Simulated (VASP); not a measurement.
## Au: relaxation of cell and atoms with RPBE+D4

The system is Au.

```
CELL_PARAMETERS angstrom
-1.65727 1.65727 1.65727
1.65727 -1.65727 1.65727
1.65727 1.65727 -1.65727
ATOMIC_POSITIONS crystal
Au 0.00000 0.00000 0.00000
```

```
Program                : VASP 6.6.1
Task                   : relaxation of cell and atoms
Functional             : RPBE
Dispersion             : D4
Potentials or basis    : VASP PAW PBE potentials, release 64 (Au)
Cutoff                 : 600 eV
k mesh                 : 11 × 11 × 11
Occupations            : fermi-dirac, width 0.05 eV
Spin                   : no spin polarisation
Dipole correction      : no
Further INCAR settings : ALGO = Fast; EDIFF = 1e-07; IBRION = 2; EDIFFG = -0.01; NSW = 60; ISIF = 3
```

```
Relaxed volume                         : 17.27 Å³/atom
Relaxed cell                           : a = 2.820 Å, b = 2.820 Å, c = 2.820 Å, α = 109.47°, β = 109.47°, γ = 109.47°
Space group after relaxing (to 0.05 Å) : Im-3m (No. 229)
Energy gained by relaxing              : 21.4 meV/atom
Ionic steps                            : 4
Pressure after relaxing                : 0.1 GPa
Dispersion energy per atom             : -1.290 eV
```

The path:
| step | energy change (eV) | largest force (eV/Å) | pressure (GPa) | volume (Å³) |
| --- | --- | --- | --- | --- |
| 1 | 0.0000 | 0.0000 | -6.90 | 18.21 |
| 2 | 0.0149 | 0.0000 | 11.84 | 16.22 |
| 3 | -0.0214 | 0.0000 | -0.09 | 17.29 |
| 4 | -0.0214 | 0.0000 | 0.08 | 17.27 |

Final structure:
```
CELL_PARAMETERS angstrom
-1.62831 1.62831 1.62831
1.62831 -1.62831 1.62831
1.62831 1.62831 -1.62831
ATOMIC_POSITIONS crystal
Au 0.00000 0.00000 0.00000
```

Levels at points of the mesh, in eV from the Fermi level:
| k point | band 2 | band 3 | band 4 | band 5 | band 6 | band 7 | band 8 | band 9 |
| --- | --- | --- | --- | --- | --- | --- | --- | --- |
| (0.00, 0.00, 0.00) | -4.68 | -4.68 | -4.68 | -2.80 | -2.80 | 16.62 | 16.62 | 16.62 |

It took 22 s on 1 thread of Intel Xeon 6975P-C, with other jobs on the host, peak memory 0.15 GiB.

Caveat: the PAW data sets were made with another functional, which shifts forces and pressure a little; spin-orbit coupling is left out, which moves the levels of the heavy elements; pairwise dispersion overbinds metals, which lowers pressure and volume.
